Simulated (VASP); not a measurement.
# HCl in VASP: notebook

Runs on HCl. Level: PBE+D3(BJ). Tasks: single point.

Program: VASP 6.6.1. These are calculated values, not measurements. Logs are shortened: lines on timing, memory, paths and dates and some standing lists are left out, and cuts for length are marked.

### Step 1. The cell of the first run

The cell holds a disordered packing, 20 atoms: a = 7.990 Å, b = 7.990 Å, c = 7.990 Å, α = 90.00°, β = 90.00°, γ = 90.00°.

### Step 2. Single point, PBE+D3(BJ)

Input file INCAR:

```
SYSTEM = HCl
PREC = Accurate ; ENCUT = 520
EDIFF = 1E-6 ; ISMEAR = -1
SIGMA = 0.02 ; LREAL = Auto
LASPH = .True. ; NELM = 100
ALGO = Normal ; ISIF = 2
LWAVE = .False. ; LCHARG = .True.
GGA = PE ; IVDW = 12
LELF = .True. ; LVHAR = .True.
NBANDS = 56
```

Input file KPOINTS:

```
Automatic mesh
0
Gamma
  1 1 1
  0 0 0
```

Input file POSCAR:

```
HCl
1.0
    7.9895700000      0.0000000000      0.0000000000
    0.0000000000      7.9895700000      0.0000000000
    0.0000000000      0.0000000000      7.9895700000
Cl H
10 10
Direct
    0.5803286461      0.5577225493      0.9166461220
    0.0367549004      0.3331486530      0.9822205118
    0.2143847534      0.7434703485      0.6757367704
    0.4188220927      0.5135514579      0.3684398520
    0.8527791605      0.9148480986      0.8325726094
    0.8420935773      0.6942765829      0.2509147535
    0.6459665519      0.1926997074      0.1365661003
    0.8108367731      0.3688025090      0.5895018748
    0.0623354151      0.0964946457      0.3657198949
    0.3845194060      0.1419465183      0.6494345834
    0.5756689299      0.4059805441      0.9832918186
   -0.0268943149      0.3533838201      0.8328379500
    0.3120966794      0.6724516849      0.5636498939
    0.5684096364      0.4839101863      0.4264753720
    0.8385906144      0.9644538140      0.6784570455
    0.7526390509      0.6529702898      0.1204265153
    0.7974035537      0.2199268282      0.0788227322
    0.9058614801      0.2719616976      0.4934280819
    0.1885979809      0.1295559717      0.4685427173
    0.3338319129     -0.0128738074      0.6767440007
```

Potentials or basis: VASP PAW PBE potentials, release 64 (Cl, H).

Started as:

```sh
> cat potpaw_PBE.64/Cl/POTCAR potpaw_PBE.64/H/POTCAR > POTCAR
> mpirun -np 1 vasp_gam > vasp.out
```

OUTCAR:

```text
SYSTEM = HCl
   PREC = Accurate
   ENCUT = 520
   EDIFF = 1E-6
   ISMEAR = -1
   LREAL = Auto
   LASPH = .True.
   NELM = 100
   ISIF = 2
   GGA = PE
   IVDW = 12
 IVDW          = 12

 ion  position               nearest neighbor table
   1  0.580  0.558  0.917-  11 1.32
   2  0.037  0.333  0.982-  12 1.31
   3  0.214  0.743  0.676-  13 1.32
   4  0.419  0.514  0.368-  14 1.30
   5  0.853  0.915  0.833-  15 1.30
   6  0.842  0.694  0.251-  16 1.31
[... 12 lines left out ...]
  19  0.189  0.130  0.469-   9 1.33
  20  0.334  0.987  0.677-  10 1.32

  LATTYP: Found a simple cubic cell.
 ALAT       =     7.9895700000

  Lattice vectors:

 A1 = (   7.9895700000,   0.0000000000,   0.0000000000)
 A2 = (   0.0000000000,   7.9895700000,   0.0000000000)
 A3 = (   0.0000000000,   0.0000000000,   7.9895700000)

Analysis of symmetry for initial positions (statically):
=====================================================================
 Subroutine PRICEL returns:
 Original cell was already a primitive cell.

 Routine SETGRP: Setting up the symmetry group for a
 simple cubic supercell.

 Subroutine GETGRP returns: Found  1 space group operations
 (whereof  1 operations were pure point group operations)
 out of a pool of 48 trial point group operations.

The static configuration has the point symmetry C_1 .

Analysis of symmetry for dynamics (positions and initial velocities):
=====================================================================
 Subroutine PRICEL returns:
 Original cell was already a primitive cell.

 Routine SETGRP: Setting up the symmetry group for a
 simple cubic supercell.

 Subroutine GETGRP returns: Found  1 space group operations
 (whereof  1 operations were pure point group operations)
 out of a pool of 48 trial point group operations.

The dynamic configuration has the point symmetry C_1 .

 Subroutine INISYM returns: Found  1 space group operations
 (whereof  1 operations are pure point group operations),
 and found     1 'primitive' translations

----------------------------------------------------------------------------------------

                                     Primitive cell

  volume of cell :     510.0000

  direct lattice vectors                    reciprocal lattice vectors
     7.989570000  0.000000000  0.000000000     0.125163181  0.000000000  0.000000000
     0.000000000  7.989570000  0.000000000     0.000000000  0.125163181  0.000000000
     0.000000000  0.000000000  7.989570000     0.000000000  0.000000000  0.125163181

  length of vectors
     7.989570000  7.989570000  7.989570000     0.125163181  0.125163181  0.125163181

  position of ions in fractional coordinates (direct lattice)
     0.580328646  0.557722549  0.916646122
     0.036754900  0.333148653  0.982220512
     0.214384753  0.743470348  0.675736770
     0.418822093  0.513551458  0.368439852
     0.852779160  0.914848099  0.832572609
     0.842093577  0.694276583  0.250914753
[... 12 lines left out ...]
     0.188597981  0.129555972  0.468542717
     0.333831913  0.987126193  0.676744001

  ion indices of the primitive-cell ions
   primitive index   ion index
                 1           1
                 2           2
                 3           3
                 4           4
                 5           5
                 6           6
[... 12 lines left out ...]
                19          19
                20          20

----------------------------------------------------------------------------------------

 KPOINTS: Automatic mesh

Automatic generation of k-mesh.
 Grid dimensions read from file:
 generate k-points for:    1    1    1

 Generating k-lattice:

  Cartesian coordinates                     Fractional coordinates (reciprocal lattice)
     0.125163181  0.000000000  0.000000000     1.000000000  0.000000000  0.000000000
     0.000000000  0.125163181  0.000000000     0.000000000  1.000000000  0.000000000
     0.000000000  0.000000000  0.125163181     0.000000000  0.000000000  1.000000000

  Length of vectors
     0.125163181  0.125163181  0.125163181

  Shift w.r.t. Gamma in fractional coordinates (k-lattice)
     0.000000000  0.000000000  0.000000000

 Subroutine IBZKPT returns following result:
 ===========================================

 Found      1 irreducible k-points:

 Following reciprocal coordinates:
            Coordinates               Weight
  0.000000  0.000000  0.000000      1.000000
   k-points           NKPTS =      1   k-points in BZ     NKDIM =      1   number of bands    NBANDS=     56
   number of dos      NEDOS =    301   number of ions     NIONS =     20
   total plane-waves  NPLWV = 216000
   dimension x,y,z NGX =    60 NGY =   60 NGZ =   60
   dimension x,y,z NGXF=   120 NGYF=  120 NGZF=  120
   ions per type =              10  10
   NGX,Y,Z   is equivalent  to a cutoff of  12.48, 12.48, 12.48 a.u.
   NGXF,Y,Z  is equivalent  to a cutoff of  24.97, 24.97, 24.97 a.u.
 SYSTEM =  HCl
   PREC   = accura    normal or accurate (medium, high low for compatibility)
   ISTART =      0    job   : 0-new  1-cont  2-samecut
   ICHARG =      2    charge: 1-file 2-atom 10-const
   ISPIN  =      1    spin polarized calculation?
   LNONCOLLINEAR =      F non collinear calculations
   LSORBIT =      F    spin-orbit coupling
   LASPH  =      T    aspherical Exc in radial PAW
   ENCUT  =  520.0 eV  38.22 Ry    6.18 a.u.  14.86 14.86 14.86*2*pi/ulx,y,z
   NELM   =    100;   NELMIN=  2; NELMDL= -5     # of ELM steps
   EDIFF  = 0.1E-05   stopping-criterion for ELM
   LREAL  =      T    real-space projection
   EDIFFG = 0.1E-04   stopping-criterion for IOM
   NSW    =      0    number of steps for IOM
   IBRION =     -1    ionic relax: 0-MD 1-quasi-New 2-CG
   NFREE  =      0    steps in history (QN), initial steepest desc. (CG)
   ISIF   =      2    stress and relaxation
   ISYM   =      2    0-nonsym 1-usesym 2-fastsym
   POTIM  = 0.5000    time-step for ionic-motion
   TEBEG  =    0.0;   TEEND  =   0.0 temperature during run
   PSTRESS=    0.0 pullay stress
   NELECT =      80.0000    total number of electrons
   NUPDOWN=      -1.0000    fix difference up-down
   EMIN   =  10.00;   EMAX   =-10.00  energy-range for DOS
   EFERMI =   0.00;   METHOD = LEGACY
   ISMEAR =    -1;   SIGMA  =   0.02  broadening in eV -4-tet -1-fermi 0-gaus
   EFERMI_NEDOS =   21; number of points for ismear=-14 and -15
   IALGO  =     38    algorithm
   IMIX   =      4    mixing-type and parameters
     AMIX     =   0.40;   BMIX     =  1.00
     AMIX_MAG =   1.60;   BMIX_MAG =  1.00
  volume/ion in A,a.u.               =      25.50       172.08
  Fermi-wavevector in a.u.,A,eV,Ry     =   0.882907  1.668452 10.606068  0.779524
  Thomas-Fermi vector in A             =   2.003601
   LORBIT       =      0    0 simple, 1 ext, 2 COOP (PROOUT), +10 PAW based schemes
   GGA     = PE    functional components
   LHFCALC =     F    Hartree Fock is set to
   AEXX    =    0.0000 exact exchange contribution
   IVDW    =    12    specifies the selected vdW correction
   LEPSILON=     F    determine dielectric tensor
   LRPA    =     F    only Hartree local field effects (RPA)
 non-spin polarized calculation
  energy-cutoff  :      520.00
  volume of cell :      510.00
 maximum number of plane-waves:      6807
 NGX is ok and might be reduce to    60
   NGX = 29   NGY = 29   NGZ = 29

 number of electron      79.9999998 magnetization

 Free energy of the ion-electron system (eV)
  ---------------------------------------------------
  ext. energy  EPLUGINS =         0.00000000
  ---------------------------------------------------
  free energy    TOTEN  =       -61.98837236 eV

  energy without entropy =      -61.98837236  energy(sigma->0) =      -61.98837236

 E-fermi :  -3.0926     XC(G=0):  -6.0649

 val. band max:       -3.6115690988   @ k =   0.0000   0.0000   0.0000
 cond. band min:       1.9212481161   @ k =   0.0000   0.0000   0.0000
 fundamental gap:      5.5328172149
 Fermi energy:        -3.0926216772

 k-point     1 :       0.0000    0.0000    0.0000
  band No.  band energies     occupation
      1     -17.8454      2.00000
      2     -17.6476      2.00000
      3     -17.5808      2.00000
      4     -17.4821      2.00000
      5     -17.3236      2.00000
      6     -17.2386      2.00000
[... 44 lines left out ...]
     51       4.8384      0.00000
     52       5.0175      0.00000
 [bands above 52 left out]

------------------------ aborting loop because EDIFF is reached ----------------------------------------

 Edisp (eV)   -1.26132

 E8    (eV) :    -0.3776

  FORCE on cell =-STRESS in cart. coord.  units (eV):
  Direction    XX          YY          ZZ          XY          YZ          ZX
  --------------------------------------------------------------------------------------
  -------------------------------------------------------------------------------------
  Total      -1.01242    -0.41849    -0.87206    -0.23247     0.08191    -0.40825
  in kB      -3.18054    -1.31470    -2.73961    -0.73030     0.25731    -1.28252
  external pressure =       -2.41 kB  Pullay stress =        0.00 kB

 VOLUME and BASIS-vectors are now :
 -----------------------------------------------------------------------------
  energy-cutoff  :      520.00
  volume of cell :      510.00
      direct lattice vectors                 reciprocal lattice vectors
     7.989570000  0.000000000  0.000000000     0.125163181  0.000000000  0.000000000
     0.000000000  7.989570000  0.000000000     0.000000000  0.125163181  0.000000000
     0.000000000  0.000000000  7.989570000     0.000000000  0.000000000  0.125163181

 POSITION                                       TOTAL-FORCE (eV/Angst)
 -----------------------------------------------------------------------------------
      4.63658      4.45596      7.32361        -0.047177     -0.277887      0.025077
      0.29366      2.66171      7.84752        -0.036416      0.015546     -0.173538
      1.71284      5.94001      5.39885         0.097225     -0.059772     -0.092309
      3.34621      4.10306      2.94368         0.112686     -0.030791      0.064269
      6.81334      7.30924      6.65190        -0.065095      0.124910     -0.362236
      6.72797      5.54697      2.00470         0.000669      0.034282     -0.055247
[... 12 lines left out ...]
      1.50682      1.03510      3.74345        -0.112937     -0.030526     -0.125855
      2.66717      7.88671      5.40689         0.037223      0.066806      0.011397
 -----------------------------------------------------------------------------------
    total drift:                               -0.001661      0.001381      0.001863

  FREE ENERGIE OF THE ION-ELECTRON SYSTEM (eV)
  ---------------------------------------------------
  free  energy   TOTEN  =       -63.2496891301 eV

  energy  without entropy=      -63.2496891301  energy(sigma->0) =      -63.24968913
```

Wall time 34 s (1 thread of Intel Xeon 6975P-C (Granite Rapids), shared host); peak memory 0.46 GiB.

What came out:

* Free energy: -63.2497 eV
* Pressure: -0.2 GPa
* Largest force: 0.389 eV/Å
* Dispersion energy per atom: -0.063 eV

Forces in eV/Å, atoms in the order of the input:
```
Cl  -0.047 -0.278  0.025
Cl  -0.036  0.016 -0.174
Cl   0.097 -0.060 -0.092
Cl   0.113 -0.031  0.064
Cl  -0.065  0.125 -0.362
Cl   0.001  0.034 -0.055
Cl   0.077 -0.080  0.012
Cl   0.180 -0.136 -0.064
Cl   0.138  0.059  0.152
Cl  -0.032 -0.125  0.004
H    0.036  0.338 -0.064
H    0.025 -0.003  0.135
H   -0.105  0.029  0.129
H   -0.123  0.023 -0.062
H    0.030 -0.115  0.301
H    0.015 -0.001  0.068
H   -0.061  0.014  0.015
H   -0.166  0.155  0.083
H   -0.113 -0.031 -0.126
H    0.037  0.067  0.011
```

Levels at points of the mesh, in eV from the Fermi level:
```csv
k point,band 36,band 37,band 38,band 39,band 40,band 41,band 42,band 43,band 44,band 45
"(0.00, 0.00, 0.00)",-0.89,-0.77,-0.68,-0.56,-0.52,5.01,6.14,6.38,6.41,6.68
```

Caveat: the k points lie up to 0.79 Å⁻¹ apart.

### Step 3. Single point, PBE+D3(BJ)

Input file INCAR:

```
SYSTEM = HCl
PREC = Accurate
ENCUT = 520
EDIFF = 1E-7
ISMEAR = -1
SIGMA = 0.02
LREAL = Auto
LASPH = .TRUE.
NELM = 60
ALGO = Normal
ISIF = 2
LWAVE = .FALSE.
LCHARG = .TRUE.
GGA = PE
IVDW = 12
LELF = .TRUE.
LVHAR = .TRUE.
NBANDS = 56
```

Input file KPOINTS:

```
regular mesh
0
G
  1 1 1
  0 0 0
```

Input file POSCAR:

```
HCl
1.0
    7.9895700000      0.0000000000      0.0000000000
    0.0000000000      7.9895700000      0.0000000000
    0.0000000000      0.0000000000      7.9895700000
Cl H
10 10
Direct
    0.5807070969      0.5477015659      0.9164448149
    0.0559604584      0.3485544278      0.9763103646
    0.2069698369      0.7189623472      0.6721888662
    0.4173691450      0.5316180971      0.3657893979
    0.8414845855      0.9196615087      0.8283800004
    0.8292811753      0.6997623151      0.2511524400
    0.6527760568      0.1838772299      0.1498703935
    0.8031971683      0.3844261957      0.5856134936
    0.0700413164      0.1015198565      0.3679547210
    0.3916230786      0.1216460961      0.6529387689
    0.6026231700      0.3942014401      0.9694514223
   -0.0011389850      0.3748637286      0.8275789561
    0.3109554081      0.6311603753      0.5881543062
    0.5370251465      0.4561321823      0.4493858868
    0.8217463518      0.8933396916      0.6728897801
    0.7514547091      0.6281814916      0.1264648786
    0.8034349784      0.2102991776      0.1099934039
    0.9163196517      0.2989021937      0.4978991360
    0.1694083662      0.1335616310      0.4927924782
    0.3387666670     -0.0386879394      0.6638655147
```

Potentials or basis: VASP PAW PBE potentials, release 64 (Cl, H).

Started as:

```sh
> cat potpaw_PBE.64/Cl/POTCAR potpaw_PBE.64/H/POTCAR > POTCAR
> mpirun -np 1 vasp_gam > vasp.out
```

Wall time 35 s (1 thread of Intel Xeon 6975P-C (Granite Rapids), shared host); peak memory 0.44 GiB.

Results (log left out):

```yaml
Free_energy: -63.0055 eV
Pressure: 0.2 GPa
Largest_force: 1.159 eV/Å
Dispersion_energy_per_atom: -0.063 eV
```

Forces in eV/Å, atoms in the order of the input:
```
Cl   0.011 -0.103 -0.071
Cl   0.087 -0.057  0.164
Cl  -0.649  0.620  0.732
Cl   0.330 -0.400  0.216
Cl   0.060  0.074  0.429
Cl   0.090 -0.018 -0.075
Cl  -0.973 -0.209  0.261
Cl   0.543 -0.287 -0.125
Cl  -0.311  0.052 -0.120
Cl  -0.265 -0.865  0.111
H   -0.113  0.086  0.048
H   -0.161  0.027 -0.112
H    0.493 -0.385 -0.588
H   -0.184  0.198 -0.339
H   -0.055 -0.062 -0.530
H    0.024  0.172  0.090
H    1.015  0.194 -0.314
H   -0.552  0.200  0.119
H    0.358 -0.013  0.115
H    0.252  0.774 -0.011
```

Stress tensor (GPa, compression positive):
```
 0.35 -0.18 -0.19
-0.18 -0.35  0.20
-0.19  0.20  0.47
```

Levels at points of the mesh, in eV from the Fermi level:
```tsv
k point	band 38	band 39	band 40	band 41	band 42	band 43
(0.00, 0.00, 0.00)	-0.87	-0.55	-0.48	4.83	5.87	6.24
```

Caveat: the k points lie up to 0.79 Å⁻¹ apart.
